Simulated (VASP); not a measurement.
Write the native input for VASP 6.6.1 that does the following.

```
Task                   : relaxation of shape and atoms at fixed volume
Functional             : PBEsol
Potentials or basis    : VASP PAW PBE potentials, release 64 (C, O)
Cutoff                 : 600 eV
k mesh                 : 8 × 8 × 8
Occupations            : gaussian, width 0.02 eV
Spin                   : no spin polarisation
Dipole correction      : no
Further INCAR settings : ALGO = Normal; EDIFF = 1e-06; IBRION = 2; EDIFFG = -0.01; NSW = 50; ISIF = 4
```

The structure of CO2 lies in POSCAR:

```
CO2
1.0
   -1.9124655770      1.9124655770      2.9278171368
    1.9124655770     -1.9124655770      2.9278171368
    1.9124655770      1.9124655770     -2.9278171368
C O
2 4
Direct
    0.7500000000      0.2500000000      0.5000000000
    0.0000000000      0.0000000000      0.0000000000
    0.7024846909      0.1250000000      0.0774846909
    0.0475153091      0.6250000000      0.9225153091
    0.3750000000      0.2975153091      0.4225153091
    0.8750000000      0.9524846909      0.5774846909
```

This cell differs from its parent crystal: volume scaled by 0.94.

One way to write it, as run:

INCAR

```
ALGO     = Normal         # electronic algorithm
EDIFF    = 1E-6           # SCF threshold, eV
EDIFFG   = -0.01          # ionic threshold
ENCUT    = 600            # plane-wave cutoff, eV
GGA      = PS             # functional
IBRION   = 2              # ionic algorithm
ISIF     = 4              # what is computed and relaxed
ISMEAR   = 0              # smearing method
LASPH    = T              # aspherical terms in the spheres
LCHARG   = F              # write CHGCAR
LREAL    = F              # projectors in reciprocal space
LWAVE    = F              # write WAVECAR
NELM     = 80             # most SCF steps
NSW      = 50             # ionic steps
PREC     = Accurate       # precision mode
SIGMA    = 0.02           # smearing width, eV
```

KPOINTS

```
k-points
0
Gamma
  8 8 8
```

Potentials or basis: VASP PAW PBE potentials, release 64 (C, O).

Run with:

```bash
$ cat potpaw_PBE.64/C/POTCAR potpaw_PBE.64/O/POTCAR > POTCAR
$ mpirun -np 1 vasp_std > vasp.out
```

It gave:

| Item | Value |
| --- | --- |
| Energy gained by relaxing | 4.9 meV/atom |
| Ionic steps | 5 |
| Pressure after relaxing | 10.3 GPa |
| Band gap on the k mesh | 7.56 eV, indirect (least direct gap 7.91 eV) |

Caveat: the PAW data sets were made with another functional, which shifts forces and pressure a little.

Wall time 60 s on 1 thread of Intel(R) Xeon(R) 6975P-C (Granite Rapids), with other jobs on the host, peak memory 0.19 GiB.
